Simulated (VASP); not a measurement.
# InSb in VASP: further runs

InSb is run at these levels: PBE; tasks: relaxation of the atoms.

Program: VASP 6.6.1. These are calculated values, not measurements. Logs are shortened: lines on timing, memory, paths and dates and some standing lists are left out, and cuts for length are marked.

### Step 1. The cell of the first run

Symmetry: F-43m, No. 216, cubic system. Conventional cell: a = 6.435 Å, b = 6.435 Å, c = 6.435 Å, α = 90.00°, β = 90.00°, γ = 90.00°. In (site symmetry -43m) has 4 Sb at 2.79 Å within 3.7 Å. Within 3.7 Å of Sb (site symmetry -43m) lie 4 In at 2.79 Å.

### Step 2. Relaxation of the atoms, PBE (33.30 Å³/atom)

The input, INCAR:

```
ALGO = Normal ; EDIFF = 1E-6
EDIFFG = -0.02 ; ENCUT = 520
GGA = PE ; IBRION = 2
ISIF = 2 ; ISMEAR = -1
LASPH = True ; LCHARG = False
LREAL = False ; LWAVE = False
NELM = 80 ; NSW = 80
PREC = Accurate ; SIGMA = 0.05
```

The input, KPOINTS:

```
k-points
0
Gamma
  12 12 12
```

The input, POSCAR:

```
InSb
1.0
    0.0000000000      3.2173604188      3.2173604188
    3.2173604188      0.0000000000      3.2173604188
    3.2173604188      3.2173604188      0.0000000000
In Sb
1 1
Direct
    0.0000000000      0.0000000000      0.0000000000
    0.7500000000      0.7500000000      0.7500000000
```

Potentials or basis: VASP PAW PBE potentials, release 64 (In_d, Sb).

Started as:

```
$ cat potpaw_PBE.64/In_d/POTCAR potpaw_PBE.64/Sb/POTCAR > POTCAR
$ mpirun -np 1 vasp_std > vasp.out
```

OUTCAR:

```text
EDIFF = 1E-6
   EDIFFG = -0.02
   ENCUT = 520
   GGA = PE
   IBRION = 2
   ISIF = 2
   ISMEAR = -1
   LASPH = True
   LREAL = False
   NELM = 80
   NSW = 80
   PREC = Accurate

 ion  position               nearest neighbor table
   1  0.000  0.000  0.000-   2 2.79   2 2.79   2 2.79   2 2.79
   2  0.750  0.750  0.750-   1 2.79   1 2.79   1 2.79   1 2.79

  LATTYP: Found a face centered cubic cell.
 ALAT       =     6.4347208376

  Lattice vectors:

 A1 = (   0.0000000000,   3.2173604188,   3.2173604188)
 A2 = (   3.2173604188,   0.0000000000,   3.2173604188)
 A3 = (   3.2173604188,   3.2173604188,   0.0000000000)

Analysis of symmetry for initial positions (statically):
=====================================================================
 Subroutine PRICEL returns:
 Original cell was already a primitive cell.

 Routine SETGRP: Setting up the symmetry group for a
 face centered cubic supercell.

 Subroutine GETGRP returns: Found 24 space group operations
 (whereof 24 operations were pure point group operations)
 out of a pool of 48 trial point group operations.

The static configuration has the point symmetry T_d .

Analysis of symmetry for dynamics (positions and initial velocities):
=====================================================================
 Subroutine PRICEL returns:
 Original cell was already a primitive cell.

 Routine SETGRP: Setting up the symmetry group for a
 face centered cubic supercell.

 Subroutine GETGRP returns: Found 24 space group operations
 (whereof 24 operations were pure point group operations)
 out of a pool of 48 trial point group operations.

The dynamic configuration has the point symmetry T_d .

 Subroutine INISYM returns: Found 24 space group operations
 (whereof 24 operations are pure point group operations),
 and found     1 'primitive' translations

----------------------------------------------------------------------------------------

                                     Primitive cell

  volume of cell :      66.6084

  direct lattice vectors                    reciprocal lattice vectors
     0.000000000  3.217360419  3.217360419    -0.155406897  0.155406897  0.155406897
     3.217360419  0.000000000  3.217360419     0.155406897 -0.155406897  0.155406897
     3.217360419  3.217360419  0.000000000     0.155406897  0.155406897 -0.155406897

  length of vectors
     4.550034739  4.550034739  4.550034739     0.269172642  0.269172642  0.269172642

  position of ions in fractional coordinates (direct lattice)
     0.000000000  0.000000000  0.000000000
     0.750000000  0.750000000  0.750000000

  ion indices of the primitive-cell ions
   primitive index   ion index
                 1           1
                 2           2

----------------------------------------------------------------------------------------

 KPOINTS: k-points

Automatic generation of k-mesh.
 Grid dimensions read from file:
 generate k-points for:   12   12   12

 Generating k-lattice:

  Cartesian coordinates                     Fractional coordinates (reciprocal lattice)
    -0.012950575  0.012950575  0.012950575     0.083333333  0.000000000  0.000000000
     0.012950575 -0.012950575  0.012950575     0.000000000  0.083333333  0.000000000
     0.012950575  0.012950575 -0.012950575     0.000000000  0.000000000  0.083333333

  Length of vectors
     0.022431053  0.022431053  0.022431053

  Shift w.r.t. Gamma in fractional coordinates (k-lattice)
     0.000000000  0.000000000  0.000000000

 Subroutine IBZKPT returns following result:
 ===========================================

 Found     72 irreducible k-points:

 Following reciprocal coordinates:
            Coordinates               Weight
  0.000000  0.000000  0.000000      1.000000
  0.083333  0.000000  0.000000      8.000000
  0.166667  0.000000  0.000000      8.000000
  0.250000  0.000000  0.000000      8.000000
  0.333333  0.000000  0.000000      8.000000
  0.416667  0.000000  0.000000      8.000000
[... 16 lines left out ...]
  0.500000  0.166667  0.000000     24.000000
 -0.416667  0.166667  0.000000     24.000000
 [... further k-points ...]
   k-points           NKPTS =     72   k-points in BZ     NKDIM =     72   number of bands    NBANDS=     13
   number of dos      NEDOS =    301   number of ions     NIONS =      2
   total plane-waves  NPLWV =  46656
   dimension x,y,z NGX =    36 NGY =   36 NGZ =   36
   dimension x,y,z NGXF=    72 NGYF=   72 NGZF=   72
   ions per type =               1   1
   NGX,Y,Z   is equivalent  to a cutoff of  13.15, 13.15, 13.15 a.u.
   NGXF,Y,Z  is equivalent  to a cutoff of  26.31, 26.31, 26.31 a.u.
 SYSTEM =  unknown system
   PREC   = accura    normal or accurate (medium, high low for compatibility)
   ISTART =      0    job   : 0-new  1-cont  2-samecut
   ICHARG =      2    charge: 1-file 2-atom 10-const
   ISPIN  =      1    spin polarized calculation?
   LNONCOLLINEAR =      F non collinear calculations
   LSORBIT =      F    spin-orbit coupling
   LASPH  =      T    aspherical Exc in radial PAW
   ENCUT  =  520.0 eV  38.22 Ry    6.18 a.u.   8.46  8.46  8.46*2*pi/ulx,y,z
   NELM   =     80;   NELMIN=  2; NELMDL= -5     # of ELM steps
   EDIFF  = 0.1E-05   stopping-criterion for ELM
   LREAL  =      F    real-space projection
   EDIFFG = -.2E-01   stopping-criterion for IOM
   NSW    =     80    number of steps for IOM
   IBRION =      2    ionic relax: 0-MD 1-quasi-New 2-CG
   NFREE  =      1    steps in history (QN), initial steepest desc. (CG)
   ISIF   =      2    stress and relaxation
   ISYM   =      2    0-nonsym 1-usesym 2-fastsym
   POTIM  = 0.5000    time-step for ionic-motion
   TEBEG  =    0.0;   TEEND  =   0.0 temperature during run
   PSTRESS=    0.0 pullay stress
   NELECT =      18.0000    total number of electrons
   NUPDOWN=      -1.0000    fix difference up-down
   EMIN   =  10.00;   EMAX   =-10.00  energy-range for DOS
   EFERMI =   0.00;   METHOD = LEGACY
   ISMEAR =    -1;   SIGMA  =   0.05  broadening in eV -4-tet -1-fermi 0-gaus
   EFERMI_NEDOS =   21; number of points for ismear=-14 and -15
   IALGO  =     38    algorithm
   IMIX   =      4    mixing-type and parameters
     AMIX     =   0.40;   BMIX     =  1.00
     AMIX_MAG =   1.60;   BMIX_MAG =  1.00
  volume/ion in A,a.u.               =      33.30       224.75
  Fermi-wavevector in a.u.,A,eV,Ry     =   1.058415  2.000114 15.241820  1.120242
  Thomas-Fermi vector in A             =   2.193723
   LORBIT       =      0    0 simple, 1 ext, 2 COOP (PROOUT), +10 PAW based schemes
   GGA     = PE    functional components
   LHFCALC =     F    Hartree Fock is set to
   AEXX    =    0.0000 exact exchange contribution
   IVDW    =     0    specifies the selected vdW correction
   LEPSILON=     F    determine dielectric tensor
   LRPA    =     F    only Hartree local field effects (RPA)
 conjugate gradient relaxation of ions
 non-spin polarized calculation
  energy-cutoff  :      520.00
  volume of cell :       66.61
 maximum number of plane-waves:      1820
 NGX is ok and might be reduce to    36
   NGX = 17   NGY = 17   NGZ = 17

 number of electron      17.9999998 magnetization

 Free energy of the ion-electron system (eV)
  ---------------------------------------------------
  ext. energy  EPLUGINS =         0.00000000
  ---------------------------------------------------
  free energy    TOTEN  =        -6.87572997 eV

  energy without entropy =       -6.87549092  energy(sigma->0) =       -6.87561045

 E-fermi :   5.4165     XC(G=0):  -8.7746

 val. band max:        5.3262522092   @ k =   0.0000   0.0000   0.0000
 cond. band min:       5.9004087063   @ k =   0.5000   0.0000   0.0000
 fundamental gap:      0.5741564971
 Fermi energy:         5.4164995572

 k-point     1 :       0.0000    0.0000    0.0000
  band No.  band energies     occupation
      1      -9.3257      2.00000
      2      -9.3257      2.00000
      3      -9.3257      2.00000
      4      -9.2346      2.00000
      5      -9.2346      2.00000
      6      -5.5251      2.00000
      7       5.2560      1.92242
      8       5.3263      1.71750
      9       5.3263      1.71750
     10       5.3263      1.71750
     11       8.2826      0.00000
     12       8.2826      0.00000
     13       8.2826      0.00000

 k-point     2 :       0.0833    0.0000    0.0000
  band No.  band energies     occupation
      1      -9.3293      2.00000
      2      -9.3241      2.00000
      3      -9.3241      2.00000
      4      -9.2347      2.00000
      5      -9.2347      2.00000
      6      -5.4597      2.00000
      7       4.1104      2.00000
      8       5.2219      1.95999
      9       5.2219      1.95999
     10       6.1393      0.00000
     11       8.4263      0.00000
     12       8.4263      0.00000
     13       8.4299      0.00000

 k-point     3 :       0.1667    0.0000    0.0000
  band No.  band energies     occupation
      1      -9.3389      2.00000
      2      -9.3199      2.00000
      3      -9.3199      2.00000
      4      -9.2349      2.00000
      5      -9.2349      2.00000
      6      -5.2683      2.00000
      7       2.8616      2.00000
      8       4.9783      1.99969
      9       4.9783      1.99969
     10       6.3664      0.00000
     11       8.7488      0.00000
     12       8.7488      0.00000
     13       9.0904      0.00000
[... 305 lines left out ...]
 k-point    23 :       0.5000    0.1667    0.0000
  band No.  band energies     occupation
      1      -9.3835      2.00000
      2      -9.3011      2.00000
      3      -9.2980      2.00000
      4      -9.2387      2.00000
      5      -9.2314      2.00000
      6      -3.9911      2.00000
      7      -0.2330      2.00000
      8       3.0510      2.00000
      9       3.8721      2.00000
     10       7.0908      0.00000
     11       8.9304      0.00000
     12      10.0498      0.00000
     13      11.0469      0.00000

 k-point    24 :      -0.4167    0.1667    0.0000
  band No.  band energies     occupation
      1      -9.3831      2.00000
      2      -9.3011      2.00000
      3      -9.2990      2.00000
      4      -9.2363      2.00000
      5      -9.2335      2.00000
      6      -3.9455      2.00000
      7      -0.3110      2.00000
      8       2.8997      2.00000
      9       4.0094      2.00000
     10       7.0907      0.00000
     11       9.0381      0.00000
     12       9.8504      0.00000
     13      11.7816      0.00000

 [... further k-points ...]
[... 5 lines left out ...]
  --------------------------------------------------------------------------------------
  -------------------------------------------------------------------------------------
  Total        1.7459383      1.7459383      1.7459383      0.0000000      0.0000000      0.0000000
  in kB       41.9962322     41.9962322     41.9962322      0.0000000      0.0000000      0.0000000
  external PRESSURE =      41.9962322 kB  Pullay stress =       0.0000000 kB

 VOLUME and BASIS-vectors are now :
 -----------------------------------------------------------------------------
  energy-cutoff  :      520.00
  volume of cell :       66.61
      direct lattice vectors                 reciprocal lattice vectors
     0.000000000  3.217360419  3.217360419    -0.155406897  0.155406897  0.155406897
     3.217360419  0.000000000  3.217360419     0.155406897 -0.155406897  0.155406897
     3.217360419  3.217360419  0.000000000     0.155406897  0.155406897 -0.155406897

 POSITION                                       TOTAL-FORCE (eV/Angst)
 -----------------------------------------------------------------------------------
      0.00000      0.00000      0.00000        -0.000000     -0.000000     -0.000000
      4.82604      4.82604      4.82604         0.000000      0.000000      0.000000
 -----------------------------------------------------------------------------------
    total drift:                                0.000000      0.000000      0.000000

  FREE ENERGIE OF THE ION-ELECTRON SYSTEM (eV)
  ---------------------------------------------------
  free  energy   TOTEN  =        -6.8757299674 eV

  energy  without entropy=       -6.8754909227  energy(sigma->0) =       -6.87561045

 reached required accuracy - stopping structural energy minimisation
```

Run time: 1.8 min. Hardware: 1 thread of Intel Xeon 8259CL, shared host; peak memory 0.22 GiB.

What came out:

```yaml
Free_energy: -6.8757 eV
Pressure_after_relaxing: 4.2 GPa
Band_gap_on_the_k_mesh: zero (filled and empty bands touch)
```

Final structure:
```xyz
2
Lattice="0.0000 3.2174 3.2174 3.2174 0.0000 3.2174 3.2174 3.2174 0.0000" Properties=species:S:1:pos:R:3 pbc="T T T"
In    0.0000    0.0000    0.0000
Sb    4.8260    4.8260    4.8260
```

Caveat: the relaxation stopped at its first step, so nothing moved; semilocal functionals underestimate gaps, and a narrow one can read as zero; spin-orbit coupling is left out, which moves the levels of the heavy elements.

### Step 3. Relaxation of the atoms, PBE (36.02 Å³/atom)

This run uses another cell than the first one, of 36.02 Å³/atom.

The input, INCAR:

```
PREC = Accurate
ENCUT = 520
EDIFF = 1E-7
ISMEAR = -1
SIGMA = 0.05
LREAL = F
LASPH = T
NELM = 60
ALGO = Normal
ISIF = 2
LWAVE = F
LCHARG = F
GGA = PE
IBRION = 2
NSW = 80
EDIFFG = -0.02
```

The input, KPOINTS:

```
Automatic mesh
0
Gamma
  12 12 12
```

The input, POSCAR:

```
InSb
1.0
    0.0000000000      3.3026278931      3.3026278931
    3.3026278931      0.0000000000      3.3026278931
    3.3026278931      3.3026278931      0.0000000000
In Sb
1 1
Direct
    0.0000000000      0.0000000000      0.0000000000
    0.7500000000      0.7500000000      0.7500000000
```

Potentials or basis: VASP PAW PBE potentials, release 64 (In_d, Sb).

Started as:

```
$ cat potpaw_PBE.64/In_d/POTCAR potpaw_PBE.64/Sb/POTCAR > POTCAR
$ mpirun -np 1 vasp_std > vasp.out
```

It took 64 s on 1 thread of Intel Xeon Platinum 8259CL at 2.50GHz (Skylake/Cascade Lake), shared host; peak memory 0.25 GiB.

Results (log left out):

| Quantity | Value |
| --- | --- |
| Free energy | -6.9517 eV |
| Pressure after relaxing | 0.5 GPa |
| Band gap on the k mesh | zero (filled and empty bands touch) |

Final structure:
```xyz
2
Lattice="0.0000 3.3026 3.3026 3.3026 0.0000 3.3026 3.3026 3.3026 0.0000" Properties=species:S:1:pos:R:3 pbc="T T T"
In    0.0000    0.0000    0.0000
Sb    4.9539    4.9539    4.9539
```

Levels at points of the mesh, in eV from the Fermi level:
| k point | band 6 | band 7 | band 8 | band 9 | band 10 | band 11 | band 12 | band 13 |
| --- | --- | --- | --- | --- | --- | --- | --- | --- |
| (0.00, 0.00, 0.00) | -10.46 | -0.61 | -0.10 | -0.10 | -0.10 | 2.87 | 2.87 | 2.87 |
| (0.50, 0.00, 0.00) | -9.24 | -5.46 | -1.02 | -1.02 | 0.34 | 3.70 | 3.70 | 6.02 |
| (0.50, 0.50, 0.00) | -8.70 | -5.77 | -2.17 | -2.17 | 1.26 | 1.35 | 7.71 | 7.71 |

Caveat: the relaxation stopped at its first step, so nothing moved; semilocal functionals underestimate gaps, and a narrow one can read as zero; spin-orbit coupling is left out, which moves the levels of the heavy elements.

### Step 4. Relaxation of the atoms, PBE (z stretched by -2 %)

The input, INCAR:

```
SYSTEM = InSb
ALGO = Normal
EDIFF = 1E-6
EDIFFG = -0.02
ENCUT = 520
GGA = PE
IBRION = 2
ISIF = 2
ISMEAR = -1
LASPH = .True.
LCHARG = .False.
LREAL = .False.
LWAVE = .False.
NELM = 80
NSW = 80
PREC = Accurate
SIGMA = 0.05
```

The input, KPOINTS:

```
k-points
0
Gamma
  12 12 12
  0 0 0
```

The input, POSCAR:

```
InSb
1.0
    0.0000000000      3.2391000000      3.1743180000
    3.2391000000      0.0000000000      3.1743180000
    3.2391000000      3.2391000000      0.0000000000
In Sb
1 1
Direct
    0.0000000000      0.0000000000      0.0000000000
    0.7500000000      0.7500000000      0.7500000000
```

Started as:

```
$ cat potpaw_PBE.64/In_d/POTCAR potpaw_PBE.64/Sb/POTCAR > POTCAR
$ mpirun -np 1 vasp_std > vasp.out
```

Run time: 1.9 min. Hardware: 1 thread of Oxide Virtual Turin-like, shared host; peak memory 0.29 GiB.

It converged, with:

```yaml
Free_energy: -6.8744 eV
Pressure_after_relaxing: 4.2 GPa
Band_gap_on_the_k_mesh: 0.10 eV
```

Stress tensor (GPa, compression positive):
```
4.03 0.00 0.00
0.00 4.03 0.00
0.00 0.00 4.52
```

Final structure:
```yaml
crystal:
  lattice:
    - [0.00000, 3.23910, 3.17432]
    - [3.23910, 0.00000, 3.17432]
    - [3.23910, 3.23910, 0.00000]
  atoms:
    - { symbol: In, position: [0.00000, 0.00000, 0.00000] }
    - { symbol: Sb, position: [0.75000, 0.75000, 0.75000] }
```

Levels at points of the mesh, in eV from the valence-band top:
```
           k point  band 6  band 7  band 8  band 9  band 10  band 11  band 12  band 13
(0.00, 0.00, 0.00)  -10.82   -0.04    0.00    0.00     0.10     2.96     3.01     3.01
(0.50, 0.00, 0.00)   -9.40   -5.68   -1.07   -0.94     0.60     3.80     3.91     6.12
(0.50, 0.50, 0.00)   -8.72   -5.91   -2.37   -2.37     1.25     1.28     8.32     8.32
(0.50, 0.00, 0.50)   -8.78   -6.00   -2.27   -2.26     1.38     1.40     8.25     8.33
```

Caveat: the cell differs from its parent crystal (z stretched by -2 %); the smearing spreads over this small gap; semilocal functionals underestimate gaps, and a narrow one can read as zero; spin-orbit coupling is left out, which moves the levels of the heavy elements.

### Step 5. The runs side by side

```csv
cell,gap on the mesh (eV),pressure (GPa)
"atoms relaxed from a = 4.550 Å, angles 60.0°, 2 atoms",none,4.2
"atoms relaxed from a = 4.671 Å, angles 60.0°, 2 atoms",none,0.5
"atoms relaxed from a = 4.535, b = 4.535, c = 4.581 Å, angles 59.7, 59.7, 60.7°, 2 atoms",0.10,4.2
```

Alike in all rows: task relaxation of the atoms; level PBE; potentials or basis VASP PAW PBE potentials, release 64 (In_d, Sb); no spin polarisation; k mesh 12 × 12 × 12; cutoff (eV) 520; smearing fermi-dirac 0.05 eV.

Caveats: semilocal functionals underestimate gaps, and a narrow one can read as zero; spin-orbit coupling is left out, which moves the levels of the heavy elements; the relaxation stopped at its first step, so nothing moved (at least some runs); the smearing spreads over this small gap (at least some runs).

Total energies depend on the potentials used, so only differences within one code and one set of settings carry meaning.

The gap in the log of VASP goes by the Fermi energy; the results here count the filled bands.